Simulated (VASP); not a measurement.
# VGe3 (Pm-3m) in VASP: single point with PBE

Aim: the single point of VGe3 with PBE.

All numbers are computed with VASP 6.6.1; they aren't measurements. Logs are shortened: lines on timing, memory, paths and dates and some standing lists are left out, and cuts for length are marked.

### 1 The cell of the first run

The structure is cubic, space group Pm-3m (No. 221). The conventional cell has a = 3.771 Å, b = 3.771 Å, c = 3.771 Å, α = 90.00°, β = 90.00°, γ = 90.00°. Within 3.5 Å of V (site symmetry m-3m) lie 12 Ge at 2.67 Å. Ge (site symmetry 4/mmm) has 4 V at 2.67 Å and 8 Ge at 2.67 Å within 3.5 Å.

### 2 Single point, PBE, collinear spin, ferromagnetic start

Contents of INCAR:

```
PREC = Accurate
ENCUT = 500
EDIFF = 1E-6
ISMEAR = 0
SIGMA = 0.1
LREAL = False
LASPH = True
NELM = 200
ALGO = Normal
ISIF = 2
LWAVE = False
LCHARG = False
ISPIN = 2
MAGMOM = 2 0 0 0
LORBIT = 11
LMAXMIX = 4
GGA = PE
NBANDS = 40
GGA_COMPAT = False
```

Contents of KPOINTS:

```
regular mesh
0
Gamma
  6 6 6
```

Contents of POSCAR:

```
VGe3
1.0
    3.7712088146      0.0000000000      0.0000000000
    0.0000000000      3.7712088146      0.0000000000
    0.0000000000      0.0000000000      3.7712088146
V Ge
1 3
Direct
    0.0000000000      0.0000000000      0.0000000000
    0.0000000000      0.5000000000      0.5000000000
    0.5000000000      0.0000000000      0.5000000000
    0.5000000000      0.5000000000      0.0000000000
```

Potentials or basis: VASP PAW PBE potentials, release 64 (V_sv, Ge_d).

On the command line:

```console
> cat potpaw_PBE.64/V_sv/POTCAR potpaw_PBE.64/Ge_d/POTCAR > POTCAR
> mpirun -np 1 vasp_std > vasp.out
```

OUTCAR:

```text
PREC = Accurate
   ENCUT = 500
   EDIFF = 1E-6
   ISMEAR = 0
   LREAL = False
   LASPH = True
   NELM = 200
   ISIF = 2
   ISPIN = 2
   LORBIT = 11
   GGA = PE

 ion  position               nearest neighbor table
   1  0.000  0.000  0.000-   2 2.67   3 2.67   4 2.67   2 2.67   3 2.67   2 2.67   4 2.67   2 2.67
                             3 2.67   4 2.67   3 2.67   4 2.67
   2  0.000  0.500  0.500-   1 2.67   3 2.67   4 2.67   1 2.67   4 2.67   1 2.67   3 2.67   1 2.67
                             3 2.67   4 2.67   4 2.67   3 2.67
   3  0.500  0.000  0.500-   1 2.67   2 2.67   4 2.67   1 2.67   4 2.67   2 2.67   4 2.67   4 2.67
                             1 2.67   2 2.67   1 2.67   2 2.67
   4  0.500  0.500  0.000-   1 2.67   2 2.67   3 2.67   2 2.67   3 2.67   1 2.67   3 2.67   3 2.67
                             1 2.67   2 2.67   2 2.67   1 2.67

  LATTYP: Found a simple cubic cell.
 ALAT       =     3.7712088146

  Lattice vectors:

 A1 = (   3.7712088146,   0.0000000000,   0.0000000000)
 A2 = (   0.0000000000,   3.7712088146,   0.0000000000)
 A3 = (   0.0000000000,   0.0000000000,   3.7712088146)

Analysis of symmetry for initial positions (statically):
=====================================================================
 Subroutine PRICEL returns:
 Original cell was already a primitive cell.

 Routine SETGRP: Setting up the symmetry group for a
 simple cubic supercell.

 Subroutine GETGRP returns: Found 48 space group operations
 (whereof 48 operations were pure point group operations)
 out of a pool of 48 trial point group operations.

The static configuration has the point symmetry O_h .

Analysis of symmetry for dynamics (positions and initial velocities):
=====================================================================
 Subroutine PRICEL returns:
 Original cell was already a primitive cell.

 Routine SETGRP: Setting up the symmetry group for a
 simple cubic supercell.

 Subroutine GETGRP returns: Found 48 space group operations
 (whereof 48 operations were pure point group operations)
 out of a pool of 48 trial point group operations.

The dynamic configuration has the point symmetry O_h .

Analysis of structural, dynamic, and magnetic symmetry:
=====================================================================
 Subroutine PRICEL returns:
 Original cell was already a primitive cell.

 Routine SETGRP: Setting up the symmetry group for a
 simple cubic supercell.

 Subroutine GETGRP returns: Found 48 space group operations
 (whereof 48 operations were pure point group operations)
 out of a pool of 48 trial point group operations.

The overall configuration has the point symmetry O_h .

 Subroutine INISYM returns: Found 48 space group operations
 (whereof 48 operations are pure point group operations),
 and found     1 'primitive' translations

----------------------------------------------------------------------------------------

                                     Primitive cell

  volume of cell :      53.6342

  direct lattice vectors                    reciprocal lattice vectors
     3.771208815  0.000000000  0.000000000     0.265166966  0.000000000  0.000000000
     0.000000000  3.771208815  0.000000000     0.000000000  0.265166966  0.000000000
     0.000000000  0.000000000  3.771208815     0.000000000  0.000000000  0.265166966

  length of vectors
     3.771208815  3.771208815  3.771208815     0.265166966  0.265166966  0.265166966

  position of ions in fractional coordinates (direct lattice)
     0.000000000  0.000000000  0.000000000
     0.000000000  0.500000000  0.500000000
     0.500000000  0.000000000  0.500000000
     0.500000000  0.500000000  0.000000000

  ion indices of the primitive-cell ions
   primitive index   ion index
                 1           1
                 2           2
                 3           3
                 4           4

----------------------------------------------------------------------------------------

 KPOINTS: regular mesh

Automatic generation of k-mesh.
 Grid dimensions read from file:
 generate k-points for:    6    6    6

 Generating k-lattice:

  Cartesian coordinates                     Fractional coordinates (reciprocal lattice)
     0.044194494  0.000000000  0.000000000     0.166666667  0.000000000  0.000000000
     0.000000000  0.044194494  0.000000000     0.000000000  0.166666667  0.000000000
     0.000000000  0.000000000  0.044194494     0.000000000  0.000000000  0.166666667

  Length of vectors
     0.044194494  0.044194494  0.044194494

  Shift w.r.t. Gamma in fractional coordinates (k-lattice)
     0.000000000  0.000000000  0.000000000

 Subroutine IBZKPT returns following result:
 ===========================================

 Found     20 irreducible k-points:

 Following reciprocal coordinates:
            Coordinates               Weight
  0.000000  0.000000  0.000000      1.000000
  0.166667  0.000000  0.000000      6.000000
  0.333333  0.000000  0.000000      6.000000
  0.500000  0.000000  0.000000      3.000000
  0.166667  0.166667  0.000000     12.000000
  0.333333  0.166667  0.000000     24.000000
[... 12 lines left out ...]
  0.500000  0.500000  0.333333      6.000000
  0.500000  0.500000  0.500000      1.000000
   k-points           NKPTS =     20   k-points in BZ     NKDIM =     20   number of bands    NBANDS=     40
   number of dos      NEDOS =    301   number of ions     NIONS =      4
   total plane-waves  NPLWV =  21952
   dimension x,y,z NGX =    28 NGY =   28 NGZ =   28
   dimension x,y,z NGXF=    56 NGYF=   56 NGZF=   56
   ions per type =               1   3
   NGX,Y,Z   is equivalent  to a cutoff of  12.34, 12.34, 12.34 a.u.
   NGXF,Y,Z  is equivalent  to a cutoff of  24.69, 24.69, 24.69 a.u.
 SYSTEM =  unknown system
   PREC   = accura    normal or accurate (medium, high low for compatibility)
   ISTART =      0    job   : 0-new  1-cont  2-samecut
   ICHARG =      2    charge: 1-file 2-atom 10-const
   ISPIN  =      2    spin polarized calculation?
   LNONCOLLINEAR =      F non collinear calculations
   LSORBIT =      F    spin-orbit coupling
   LASPH  =      T    aspherical Exc in radial PAW
   ENCUT  =  500.0 eV  36.75 Ry    6.06 a.u.   6.88  6.88  6.88*2*pi/ulx,y,z
   NELM   =    200;   NELMIN=  2; NELMDL= -5     # of ELM steps
   EDIFF  = 0.1E-05   stopping-criterion for ELM
   LREAL  =      F    real-space projection
   EDIFFG = 0.1E-04   stopping-criterion for IOM
   NSW    =      0    number of steps for IOM
   IBRION =     -1    ionic relax: 0-MD 1-quasi-New 2-CG
   NFREE  =      0    steps in history (QN), initial steepest desc. (CG)
   ISIF   =      2    stress and relaxation
   ISYM   =      2    0-nonsym 1-usesym 2-fastsym
   POTIM  = 0.5000    time-step for ionic-motion
   TEBEG  =    0.0;   TEEND  =   0.0 temperature during run
   PSTRESS=    0.0 pullay stress
   NELECT =      55.0000    total number of electrons
   NUPDOWN=      -1.0000    fix difference up-down
   EMIN   =  10.00;   EMAX   =-10.00  energy-range for DOS
   EFERMI =   0.00;   METHOD = LEGACY
   ISMEAR =     0;   SIGMA  =   0.10  broadening in eV -4-tet -1-fermi 0-gaus
   EFERMI_NEDOS =   21; number of points for ismear=-14 and -15
   IALGO  =     38    algorithm
   IMIX   =      4    mixing-type and parameters
     AMIX     =   0.40;   BMIX     =  1.00
     AMIX_MAG =   1.60;   BMIX_MAG =  1.00
  volume/ion in A,a.u.               =      13.41        90.49
  Fermi-wavevector in a.u.,A,eV,Ry     =   1.650879  3.119708 37.081322  2.725400
  Thomas-Fermi vector in A             =   2.739753
   LORBIT       =     11    0 simple, 1 ext, 2 COOP (PROOUT), +10 PAW based schemes
   GGA     = PE    functional components
   LHFCALC =     F    Hartree Fock is set to
   AEXX    =    0.0000 exact exchange contribution
   IVDW    =     0    specifies the selected vdW correction
   LEPSILON=     F    determine dielectric tensor
   LRPA    =     F    only Hartree local field effects (RPA)
 spin polarized calculation
 Gauss-broadening in eV      SIGMA  =   0.10
  energy-cutoff  :      500.00
  volume of cell :       53.63
 maximum number of plane-waves:      1406
 NGX is ok and might be reduce to    28
   NGX = 13   NGY = 13   NGZ = 13

 number of electron      54.9999865 magnetization       1.6166241

 Free energy of the ion-electron system (eV)
  ---------------------------------------------------
  ext. energy  EPLUGINS =         0.00000000
  ---------------------------------------------------
  free energy    TOTEN  =       -20.20813880 eV

  energy without entropy =      -20.19950396  energy(sigma->0) =      -20.20382138

 E-fermi :  11.2460     XC(G=0): -13.0433

 val. band max:       11.2364540115   @ k =   0.3333   0.3333   0.1667
 cond. band min:      11.2669452456   @ k =   0.3333   0.1667   0.0000
 fundamental gap:      0.0304912341
 Fermi energy:        11.2459630127

 spin component 1

 k-point     1 :       0.0000    0.0000    0.0000
  band No.  band energies     occupation
      1     -53.5424      1.00000
      2     -27.4723      1.00000
      3     -27.4723      1.00000
      4     -27.4723      1.00000
      5     -14.1220      1.00000
      6     -14.1067      1.00000
[... 829 lines left out ...]
     38      26.0045      0.00000
     39      26.0058      0.00000
 Fermi energy:        11.2459630127

 spin component 2

 k-point     1 :       0.0000    0.0000    0.0000
  band No.  band energies     occupation
      1     -52.0879      1.00000
      2     -26.0319      1.00000
      3     -26.0319      1.00000
      4     -26.0319      1.00000
      5     -14.1228      1.00000
      6     -14.1127      1.00000
[... 829 lines left out ...]
     38      25.9393      0.00000
     39      25.9393      0.00000
 [bands above 39 left out]

------------------------ aborting loop because EDIFF is reached ----------------------------------------

  FORCE on cell =-STRESS in cart. coord.  units (eV):
  Direction    XX          YY          ZZ          XY          YZ          ZX
  --------------------------------------------------------------------------------------
  -------------------------------------------------------------------------------------
  Total       10.9999518     10.9999518     10.9999518     -0.0000000      0.0000000     -0.0000000
  in kB      328.5939960    328.5939960    328.5939960     -0.0000000      0.0000000     -0.0000000
  external PRESSURE =     328.5939960 kB  Pullay stress =       0.0000000 kB

 VOLUME and BASIS-vectors are now :
 -----------------------------------------------------------------------------
  energy-cutoff  :      500.00
  volume of cell :       53.63
      direct lattice vectors                 reciprocal lattice vectors
     3.771208815  0.000000000  0.000000000     0.265166966  0.000000000  0.000000000
     0.000000000  3.771208815  0.000000000     0.000000000  0.265166966  0.000000000
     0.000000000  0.000000000  3.771208815     0.000000000  0.000000000  0.265166966

 POSITION                                       TOTAL-FORCE (eV/Angst)
 -----------------------------------------------------------------------------------
      0.00000      0.00000      0.00000         0.000000      0.000000      0.000000
      0.00000      1.88560      1.88560         0.000000      0.000000      0.000000
      1.88560      0.00000      1.88560         0.000000      0.000000      0.000000
      1.88560      1.88560      0.00000         0.000000      0.000000      0.000000
 -----------------------------------------------------------------------------------
    total drift:                                0.000000      0.000000      0.000000

  FREE ENERGIE OF THE ION-ELECTRON SYSTEM (eV)
  ---------------------------------------------------
  free  energy   TOTEN  =       -20.2081387987 eV

  energy  without entropy=      -20.1995039603  energy(sigma->0) =      -20.20382138

 total charge

# of ion       s       p       d       tot
------------------------------------------
    1        2.216   6.154   3.315  11.685
    2        1.189   1.248  10.116  12.552
    3        1.189   1.248  10.116  12.552
    4        1.189   1.248  10.116  12.552
--------------------------------------------------
tot          5.781   9.897  33.664  49.342

 magnetization (x)

# of ion       s       p       d       tot
------------------------------------------
    1        0.030   0.015   1.476   1.521
    2       -0.008  -0.018   0.008  -0.018
    3       -0.008  -0.018   0.008  -0.018
    4       -0.008  -0.018   0.008  -0.018
--------------------------------------------------
tot          0.005  -0.039   1.499   1.465
```

Run time: 3 min. Hardware: 1 thread of Oxide Virtual Turin-like, shared host; peak memory 0.17 GiB.

What came out:

| Property | Result |
| --- | --- |
| Free energy | -20.2081 eV |
| Pressure | 32.9 GPa |
| Net moment | 1.62 μB per cell |
| Site moments | V +1.52; Ge -0.02 μB |
| Valence electrons inside the program's atomic spheres | V 11.69; Ge 12.55 |

Levels at points of the mesh, in eV from the Fermi level:
Spin up:
| k point | band 24 | band 25 | band 26 | band 27 | band 28 | band 29 | band 30 | band 31 | band 32 | band 33 |
| --- | --- | --- | --- | --- | --- | --- | --- | --- | --- | --- |
| (0.00, 0.00, 0.00) | -5.04 | -5.04 | -0.77 | -0.77 | -0.77 | 0.73 | 0.87 | 0.87 | 3.27 | 3.27 |
| (0.50, 0.00, 0.00) | -4.03 | -3.89 | -1.01 | -1.01 | -0.78 | -0.66 | 0.16 | 1.46 | 1.46 | 2.08 |
| (0.50, 0.50, 0.00) | -3.03 | -3.03 | -1.21 | -0.60 | -0.51 | -0.45 | 1.27 | 1.27 | 1.82 | 4.10 |
| (0.50, 0.50, 0.50) | -6.17 | -6.17 | -6.17 | -0.31 | -0.31 | 0.06 | 1.13 | 1.13 | 1.13 | 9.56 |
Spin down:
| k point | band 25 | band 26 | band 27 | band 28 | band 29 | band 30 |
| --- | --- | --- | --- | --- | --- | --- |
| (0.00, 0.00, 0.00) | -5.00 | 0.16 | 0.16 | 0.16 | 1.07 | 2.22 |
| (0.50, 0.00, 0.00) | -3.16 | -0.90 | -0.90 | 0.26 | 0.31 | 0.56 |
| (0.50, 0.50, 0.00) | -2.56 | -0.92 | -0.63 | 1.09 | 1.18 | 1.36 |
| (0.50, 0.50, 0.50) | -6.06 | -6.06 | 0.67 | 1.46 | 1.46 | 2.12 |

Caveat: the cell stands under pressure.
